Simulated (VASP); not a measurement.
Here is a VASP 6.6.1 calculation.

Contents of INCAR:

```
SYSTEM = Si
  PREC = Accurate
  ENCUT = 520
  EDIFF = 1E-6
  ISMEAR = 0
  SIGMA = 0.05
  LREAL = .False.
  LASPH = .True.
  NELM = 80
  ALGO = Normal
  ISIF = 2
  LWAVE = .False.
  LCHARG = .False.
  GGA = PE
  NBANDS = 16
```

KPOINTS

```
regular mesh
0
Gamma
  10 10 10
  0 0 0
```

File POSCAR:

```
Si
1.0
   -4.0816115246      4.0816115246      1.9304179815
    4.0816115246     -4.0816115246      1.9304179815
    3.6132298743      3.6132298743     -1.9304179815
Si
4
Direct
    0.1786105079      0.1786105079      0.3572210158
    0.8213894921      0.8213894921      0.6427789842
    0.1786105079      0.8213894921      0.0000000000
    0.8213894921      0.1786105079      0.0000000000
```

Potentials or basis: VASP PAW PBE potentials, release 64 (Si).

Launch:

```bash
$ cat potpaw_PBE.64/Si/POTCAR > POTCAR
$ mpirun -np 1 vasp_std > vasp.out
```

(1) What does it give for the pressure?

(2) Predict the band gap on the k mesh.

## Answers

(1) -10.8 GPa.

(2) zero (bands 8 and 9 overlap by 0.27 eV).

Caveat: the stress differs along the axes, from -15 to -3 GPa; semilocal functionals underestimate gaps, and a narrow one can read as zero.
